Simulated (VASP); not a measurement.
Here is a VASP 6.6.1 calculation.

File INCAR:

```
SYSTEM = Ca7Mg9S16
ALGO = Normal
EDIFF = 1E-6
ENCUT = 520
GGA = PS
ISIF = 2
ISMEAR = -1
LASPH = .TRUE.
LCHARG = .FALSE.
LREAL = Auto
LWAVE = .FALSE.
NBANDS = 222
NELM = 100
PREC = Accurate
SIGMA = 0.05
```

KPOINTS

```
Automatic mesh
0
Gamma
  1 1 1
  0.5 0.5 0.5
```

POSCAR

```
Ca7Mg9S16
1.0
   10.7912199526      0.0000000000      0.0000000000
    0.0000000000     10.7912199526      0.0000000000
    0.0000000000      0.0000000000     10.7912199526
S Ca Mg
32 14 18
Direct
    0.2577480000      0.0000390000      0.9994660000
    0.2520730000      0.9998640000      0.5003470000
    0.2419120000      0.4999890000      0.9920540000
    0.2479420000      0.4998530000      0.5081120000
    0.7424690000      0.0004350000      0.9993290000
    0.7492120000      0.0002150000      0.5004410000
    0.7575890000      0.4996800000      0.9995270000
    0.7517480000      0.4996740000      0.5007500000
    0.9894960000      0.2580330000      0.0089800000
    0.9889220000      0.2513100000      0.4914560000
    0.9892140000      0.7422780000      0.9922810000
    0.9887810000      0.7487010000      0.5075630000
    0.5102750000      0.2422950000      0.0097810000
    0.5113960000      0.2489400000      0.4902520000
    0.5107200000      0.7582440000      0.0005140000
    0.5117560000      0.7511400000      0.4989520000
    0.9915610000      0.0075570000      0.2592760000
    0.9922170000      0.9914590000      0.7406040000
    0.0003880000      0.4923480000      0.2536230000
    0.0080290000      0.5088910000      0.7465990000
    0.5094160000      0.9994990000      0.2536560000
    0.5085120000      0.9902910000      0.7458390000
    0.5004850000      0.5007100000      0.2594090000
    0.4927370000      0.5097370000      0.7404380000
    0.2528410000      0.2496570000      0.2499090000
    0.2504880000      0.2566110000      0.7501580000
    0.2589460000      0.7499550000      0.2498450000
    0.2522850000      0.7432980000      0.7500850000
    0.7485890000      0.2401030000      0.2492680000
    0.7503260000      0.2411060000      0.7507770000
    0.7416700000      0.7593590000      0.2491830000
    0.7484070000      0.7586030000      0.7505430000
    0.9943300000      0.0000550000      0.9999730000
    0.5020000000      0.5019430000      0.0005130000
    0.2500750000      0.2508550000      0.0012430000
    0.2503340000      0.2506740000      0.4987850000
    0.2518210000      0.7492090000      0.9979050000
    0.2521160000      0.7490330000      0.5020350000
    0.2536780000      0.0009560000      0.2513630000
    0.2520140000      0.9972590000      0.7484820000
    0.2504990000      0.4987310000      0.2521250000
    0.7502830000      0.4982630000      0.2514720000
    0.7517060000      0.5027090000      0.7489050000
    0.9980600000      0.2515410000      0.7482420000
    0.9957040000      0.7497130000      0.2518250000
    0.5027920000      0.2479140000      0.7480030000
    0.9914770000      0.9998220000      0.4999530000
    0.9976200000      0.5003240000      0.9982060000
    0.9974020000      0.5003290000      0.5011110000
    0.5063040000      0.9983310000      0.0029610000
    0.5073910000      0.9978680000      0.4982060000
    0.5045430000      0.5025450000      0.4992580000
    0.7496740000      0.2459180000      0.0034710000
    0.7499670000      0.2461870000      0.4962830000
    0.7484040000      0.7543790000      0.9980490000
    0.7490460000      0.7538060000      0.5018630000
    0.2488000000      0.5035700000      0.7476960000
    0.7473970000      0.0007850000      0.2525480000
    0.7483000000      0.9976120000      0.7474420000
    0.9930950000      0.2502860000      0.2520820000
    0.9950970000      0.7488930000      0.7478410000
    0.5056200000      0.2457460000      0.2517970000
    0.5047370000      0.7538280000      0.2525400000
    0.5043670000      0.7517520000      0.7470050000
```

Potentials or basis: VASP PAW PBE potentials, release 64 (S, Ca_sv, Mg).

Run with:

```sh
$ cat potpaw_PBE.64/S/POTCAR potpaw_PBE.64/Ca_sv/POTCAR potpaw_PBE.64/Mg/POTCAR > POTCAR
$ mpirun -np 1 vasp_std > vasp.out
```

(1) Predict the largest force.

(2) Predict the pressure.

(3) What does it give for the band gap on the k mesh?

Results:

(1) 0.033 eV/Å.

(2) 0.0 GPa.

(3) 3.73 eV.

Caveat: the k points lie up to 0.58 Å⁻¹ apart; the PAW data sets were made with another functional, which shifts forces and pressure a little; a shifted mesh leaves out Γ, where band edges can lie.
